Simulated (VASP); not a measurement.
# GaCo (Pm-3m) in VASP: single point with r2SCAN

Aim: the single point of GaCo with r2SCAN.

All numbers are computed with VASP 6.6.1; they aren't measurements. Logs are shortened: lines on timing, memory, paths and dates and some standing lists are left out, and cuts for length are marked.

## 1. The cell of the first run

Symmetry: Pm-3m, No. 221, cubic system. Conventional cell: a = 2.878 Å, b = 2.878 Å, c = 2.878 Å, α = 90.00°, β = 90.00°, γ = 90.00°. Within 3.3 Å of Ga (site symmetry m-3m) lie 8 Co at 2.49 Å and 6 Ga at 2.88 Å. Within 3.3 Å of Co (site symmetry m-3m) lie 8 Ga at 2.49 Å and 6 Co at 2.88 Å.

## 2. Single point, r2SCAN, non-collinear spin, typed start, spin-orbit coupling

Input file POSCAR:

```
GaCo
1.0
    2.8780000000      0.0000000000      0.0000000000
    0.0000000000      2.8780000000      0.0000000000
    0.0000000000      0.0000000000      2.8780000000
Ga Co
1 1
Direct
    0.5000000000      0.5000000000      0.5000000000
    0.0000000000      0.0000000000      0.0000000000
```

Input file INCAR.step1:

```
SYSTEM = GaCo
PREC = Accurate ; ENCUT = 520
ISMEAR = -1 ; SIGMA = 0.05
LREAL = .False. ; LASPH = .True.
NELM = 150 ; MAGMOM = 0 0 0 2 0 0
LSORBIT = .True. ; GGA_COMPAT = .False.
LMAXMIX = 4 ; NBANDS = 34
GGA = PE ; ALGO = Normal
EDIFF = 1E-4 ; LWAVE = .True.
LCHARG = .False.
```

Input file INCAR.step2:

```
SYSTEM = GaCo
PREC = Accurate ; ENCUT = 520
EDIFF = 1E-7 ; ISMEAR = -1
SIGMA = 0.05 ; LREAL = .False.
LASPH = .True. ; NELM = 150
ALGO = Normal ; ISIF = 2
LWAVE = .False. ; LCHARG = .False.
MAGMOM = 0 0 0 2 0 0 ; LORBIT = 11
LSORBIT = .True. ; GGA_COMPAT = .False.
LORBMOM = .True. ; LMAXMIX = 4
METAGGA = R2SCAN ; LMIXTAU = .True.
NBANDS = 34 ; ISTART = 1
```

Input file KPOINTS:

```
regular mesh
0
Gamma
  9 9 9
  0 0 0
```

Potentials or basis: VASP PAW PBE potentials, release 64 (Ga_d, Co).

Run with:

```
cat potpaw_PBE.64/Ga_d/POTCAR potpaw_PBE.64/Co/POTCAR > POTCAR
cp INCAR.step1 INCAR
mpirun -np 1 vasp_ncl > vasp.out
cp INCAR.step2 INCAR
mpirun -np 1 vasp_ncl > vasp.out
```

OUTCAR:

```text
SYSTEM = GaCo
   PREC = Accurate
   ENCUT = 520
   EDIFF = 1E-7
   ISMEAR = -1
   LREAL = .False.
   LASPH = .True.
   NELM = 150
   ISIF = 2
   LORBIT = 11
   LSORBIT = .True.
   METAGGA = R2SCAN
   ISTART = 1

 ion  position               nearest neighbor table
   1  0.500  0.500  0.500-   2 2.49   2 2.49   2 2.49   2 2.49   2 2.49   2 2.49   2 2.49   2 2.49

   2  0.000  0.000  0.000-   1 2.49   1 2.49   1 2.49   1 2.49   1 2.49   1 2.49   1 2.49   1 2.49

  LATTYP: Found a simple cubic cell.
 ALAT       =     2.8780000000

  Lattice vectors:

 A1 = (   2.8780000000,   0.0000000000,   0.0000000000)
 A2 = (   0.0000000000,   2.8780000000,   0.0000000000)
 A3 = (   0.0000000000,   0.0000000000,   2.8780000000)

Analysis of symmetry for initial positions (statically):
=====================================================================
 Subroutine PRICEL returns:
 Original cell was already a primitive cell.

 Routine SETGRP: Setting up the symmetry group for a
 simple cubic supercell.

 Subroutine GETGRP returns: Found 48 space group operations
 (whereof 48 operations were pure point group operations)
 out of a pool of 48 trial point group operations.

The static configuration has the point symmetry O_h .

Analysis of symmetry for dynamics (positions and initial velocities):
=====================================================================
 Subroutine PRICEL returns:
 Original cell was already a primitive cell.

 Routine SETGRP: Setting up the symmetry group for a
 simple cubic supercell.

 Subroutine GETGRP returns: Found 48 space group operations
 (whereof 48 operations were pure point group operations)
 out of a pool of 48 trial point group operations.

The dynamic configuration has the point symmetry O_h .

Analysis of structural, dynamic, and magnetic symmetry:
=====================================================================
 Subroutine PRICEL returns:
 Original cell was already a primitive cell.

 Routine SETGRP: Setting up the symmetry group for a
 simple cubic supercell.

 Subroutine GETGRP returns: Found  8 space group operations
 (whereof  8 operations were pure point group operations)
 out of a pool of 48 trial point group operations.

The overall configuration has the point symmetry C_4h.

 Subroutine INISYM returns: Found  8 space group operations
 (whereof  8 operations are pure point group operations),
 and found     1 'primitive' translations

----------------------------------------------------------------------------------------

                                     Primitive cell

  volume of cell :      23.8381

  direct lattice vectors                    reciprocal lattice vectors
     2.878000000  0.000000000  0.000000000     0.347463516  0.000000000  0.000000000
     0.000000000  2.878000000  0.000000000     0.000000000  0.347463516  0.000000000
     0.000000000  0.000000000  2.878000000     0.000000000  0.000000000  0.347463516

  length of vectors
     2.878000000  2.878000000  2.878000000     0.347463516  0.347463516  0.347463516

  position of ions in fractional coordinates (direct lattice)
     0.500000000  0.500000000  0.500000000
     0.000000000  0.000000000  0.000000000

  ion indices of the primitive-cell ions
   primitive index   ion index
                 1           1
                 2           2

----------------------------------------------------------------------------------------

 KPOINTS: regular mesh

Automatic generation of k-mesh.
 Grid dimensions read from file:
 generate k-points for:    9    9    9

 Generating k-lattice:

  Cartesian coordinates                     Fractional coordinates (reciprocal lattice)
     0.038607057  0.000000000  0.000000000     0.111111111  0.000000000  0.000000000
     0.000000000  0.038607057  0.000000000     0.000000000  0.111111111  0.000000000
     0.000000000  0.000000000  0.038607057     0.000000000  0.000000000  0.111111111

  Length of vectors
     0.038607057  0.038607057  0.038607057

  Shift w.r.t. Gamma in fractional coordinates (k-lattice)
     0.000000000  0.000000000  0.000000000

 Subroutine IBZKPT returns following result:
 ===========================================

 Found    105 irreducible k-points:

 Following reciprocal coordinates:
            Coordinates               Weight
  0.000000  0.000000  0.000000      1.000000
  0.111111  0.000000  0.000000      2.000000
  0.000000  0.111111  0.000000      4.000000
[... 51 lines left out ...]
   NELECT =      22.0000    total number of electrons
   NUPDOWN=      -1.0000    fix difference up-down
   EMIN   =  10.00;   EMAX   =-10.00  energy-range for DOS
   EFERMI =   0.00;   METHOD = LEGACY
   ISMEAR =    -1;   SIGMA  =   0.05  broadening in eV -4-tet -1-fermi 0-gaus
   EFERMI_NEDOS =   21; number of points for ismear=-14 and -15
   IALGO  =     38    algorithm
   IMIX   =      4    mixing-type and parameters
     AMIX     =   0.40;   BMIX     =  1.00
     AMIX_MAG =   1.60;   BMIX_MAG =  1.00
  volume/ion in A,a.u.               =      11.92        80.43
  Fermi-wavevector in a.u.,A,eV,Ry     =   1.593890  3.012015 34.565389  2.540484
  Thomas-Fermi vector in A             =   2.692049
   LORBIT       =     11    0 simple, 1 ext, 2 COOP (PROOUT), +10 PAW based schemes
   METAGGA = R2SCAN    functional components
   LHFCALC =     F    Hartree Fock is set to
   AEXX    =    0.0000 exact exchange contribution
   IVDW    =     0    specifies the selected vdW correction
   LEPSILON=     F    determine dielectric tensor
   LRPA    =     F    only Hartree local field effects (RPA)
  energy-cutoff  :      520.00
  volume of cell :       23.84
 maximum number of plane-waves:      1312
 NGX is ok and might be reduce to    24
   NGX = 11   NGY = 11   NGZ = 11

 number of electron      22.0000018 magnetization       0.0612879      0.0000000      0.0000000

 number of electron      22.0000018 magnetization      -0.0139734     -0.0000000      0.0000000

 number of electron      22.0000018 magnetization      -0.0143144      0.0000000      0.0000000

 number of electron      22.0000018 magnetization      -0.0143212     -0.0000000     -0.0000000

 Free energy of the ion-electron system (eV)
  ---------------------------------------------------
  ext. energy  EPLUGINS =         0.00000000
  ---------------------------------------------------
  free energy    TOTEN  =       -25.04879003 eV

  energy without entropy =      -25.04103651  energy(sigma->0) =      -25.04491327

 E-fermi :   9.6666     XC(G=0): -14.5643

 val. band max:        9.6380524002   @ k =   0.4444   0.1111   0.4444
 cond. band min:       9.7242702896   @ k =   0.3333   0.0000   0.4444
 fundamental gap:      0.0862178894
 Fermi energy:         9.6666088765

 k-point     1 :       0.0000    0.0000    0.0000
  band No.  band energies     occupation
      1      -6.1747      1.00000
      2      -6.1746      1.00000
      3      -6.1741      1.00000
      4      -6.1740      1.00000
      5      -5.6519      1.00000
      6      -5.6519      1.00000
[... 877 lines left out ...]
     33      27.7712      0.00000
     34      27.7721      0.00000

 [... further k-points ...]

------------------------ aborting loop because EDIFF is reached ----------------------------------------

  FORCE on cell =-STRESS in cart. coord.  units (eV):
  Direction    XX          YY          ZZ          XY          YZ          ZX
  --------------------------------------------------------------------------------------
  -------------------------------------------------------------------------------------
  Total       -0.9431272     -0.9431262     -0.9431262      0.0000000      0.0000002     -0.0000000
  in kB      -63.3882100    -63.3881433    -63.3881433      0.0000000      0.0000105     -0.0000000
  external PRESSURE =     -63.3881656 kB  Pullay stress =       0.0000000 kB

 VOLUME and BASIS-vectors are now :
 -----------------------------------------------------------------------------
  energy-cutoff  :      520.00
  volume of cell :       23.84
      direct lattice vectors                 reciprocal lattice vectors
     2.878000000  0.000000000  0.000000000     0.347463516  0.000000000  0.000000000
     0.000000000  2.878000000  0.000000000     0.000000000  0.347463516  0.000000000
     0.000000000  0.000000000  2.878000000     0.000000000  0.000000000  0.347463516

 POSITION                                       TOTAL-FORCE (eV/Angst)
 -----------------------------------------------------------------------------------
      1.43900      1.43900      1.43900         0.000000      0.000000      0.000000
      0.00000      0.00000      0.00000         0.000000      0.000000      0.000000
 -----------------------------------------------------------------------------------
    total drift:                                0.000000     -0.000000     -0.000000

  FREE ENERGIE OF THE ION-ELECTRON SYSTEM (eV)
  ---------------------------------------------------
  free  energy   TOTEN  =       -25.0487900308 eV

  energy  without entropy=      -25.0410365093  energy(sigma->0) =      -25.04491327

 orbital moment (x)

 # of ion     p       d       tot
 ----------------------------------------
  1        -0.000   0.000  -0.000
  2        -0.000  -0.001  -0.001
 ----------------------------------------
           -0.000  -0.001  -0.001

 orbital moment (y)

 # of ion     p       d       tot
 ----------------------------------------
  1         0.000  -0.000  -0.000
  2         0.000   0.000   0.000
 ----------------------------------------
            0.000   0.000   0.000

 orbital moment (z)

 # of ion     p       d       tot
 ----------------------------------------
  1         0.000   0.000   0.000
  2         0.000   0.000   0.000
 ----------------------------------------
            0.000   0.000   0.000

 Spin-Orbit-Coupling matrix elements

 Ion:    1  E_soc:     -0.0125017
 l=   1
     0.0000000    -0.0012488    -0.0012489
    -0.0012488     0.0000000    -0.0012489
    -0.0012489    -0.0012489     0.0000000
 l=   2
     0.0000000    -0.0001795     0.0000000    -0.0001795    -0.0006553
    -0.0001795     0.0000000    -0.0004915    -0.0001795    -0.0001638
     0.0000000    -0.0004915     0.0000000    -0.0004915     0.0000000
    -0.0001795    -0.0001795    -0.0004915     0.0000000    -0.0001638
    -0.0006553    -0.0001638     0.0000000    -0.0001638     0.0000000
 l=   3
     0.0000000     0.0000000     0.0000000     0.0000000     0.0000000     0.0000000     0.0000000
     0.0000000     0.0000000     0.0000000     0.0000000     0.0000000     0.0000000     0.0000000
     0.0000000     0.0000000     0.0000000     0.0000000     0.0000000     0.0000000     0.0000000
     0.0000000     0.0000000     0.0000000     0.0000000     0.0000000     0.0000000     0.0000000
     0.0000000     0.0000000     0.0000000     0.0000000     0.0000000     0.0000000     0.0000000
     0.0000000     0.0000000     0.0000000     0.0000000     0.0000000     0.0000000     0.0000000
     0.0000000     0.0000000     0.0000000     0.0000000     0.0000000     0.0000000     0.0000000

 Ion:    2  E_soc:     -0.0157778
 l=   1
     0.0000000    -0.0002348    -0.0002348
    -0.0002348     0.0000000    -0.0002348
    -0.0002348    -0.0002348     0.0000000
 l=   2
     0.0000000    -0.0002294     0.0000000    -0.0002294    -0.0021655
    -0.0002294     0.0000000    -0.0016241    -0.0002294    -0.0005414
     0.0000000    -0.0016241     0.0000000    -0.0016241     0.0000000
    -0.0002294    -0.0002294    -0.0016241     0.0000000    -0.0005414
    -0.0021655    -0.0005414     0.0000000    -0.0005414     0.0000000
 l=   3
     0.0000000     0.0000000     0.0000000     0.0000000     0.0000000     0.0000000     0.0000000
     0.0000000     0.0000000     0.0000000     0.0000000     0.0000000     0.0000000     0.0000000
     0.0000000     0.0000000     0.0000000     0.0000000     0.0000000     0.0000000     0.0000000
     0.0000000     0.0000000     0.0000000     0.0000000     0.0000000     0.0000000     0.0000000
     0.0000000     0.0000000     0.0000000     0.0000000     0.0000000     0.0000000     0.0000000
     0.0000000     0.0000000     0.0000000     0.0000000     0.0000000     0.0000000     0.0000000
     0.0000000     0.0000000     0.0000000     0.0000000     0.0000000     0.0000000     0.0000000

 total charge

# of ion       s       p       d       tot
------------------------------------------
    1        0.817   0.881  10.059  11.757
    2        0.403   0.484   7.503   8.391
--------------------------------------------------
tot          1.220   1.365  17.563  20.148

 magnetization (x)

# of ion       s       p       d       tot
------------------------------------------
    1        0.000   0.001   0.001   0.002
    2        0.000   0.001  -0.019  -0.018
--------------------------------------------------
tot          0.000   0.002  -0.019  -0.016

 magnetization (y)

# of ion       s       p       d       tot
------------------------------------------
    1        0.000   0.000  -0.000  -0.000
    2       -0.000   0.000   0.000   0.000
--------------------------------------------------
tot         -0.000   0.000   0.000   0.000

 magnetization (z)

# of ion       s       p       d       tot
------------------------------------------
    1        0.000   0.000  -0.000   0.000
    2        0.000  -0.000  -0.000  -0.000
--------------------------------------------------
tot          0.000  -0.000  -0.000  -0.000
```

Run time: 23 min. Hardware: 1 thread of Intel Xeon Platinum 8175M at 2.50GHz (Skylake/Cascade Lake), shared host; peak memory 0.31 GiB.

What came out:

| Quantity | Value |
| --- | --- |
| Free energy | -25.0488 eV |
| Pressure | -6.3 GPa |
| Net moment | 0.01 μB per cell |
| Valence electrons inside the program's atomic spheres | Ga 11.76; Co 8.39 |

Moments on the atoms (μB; x, y, z):
```
Ga   0.00  0.00  0.00
Co  -0.02  0.00  0.00
```

Caveat: the cell stands under tension; the PAW data sets were made with another functional, which shifts forces and pressure a little.
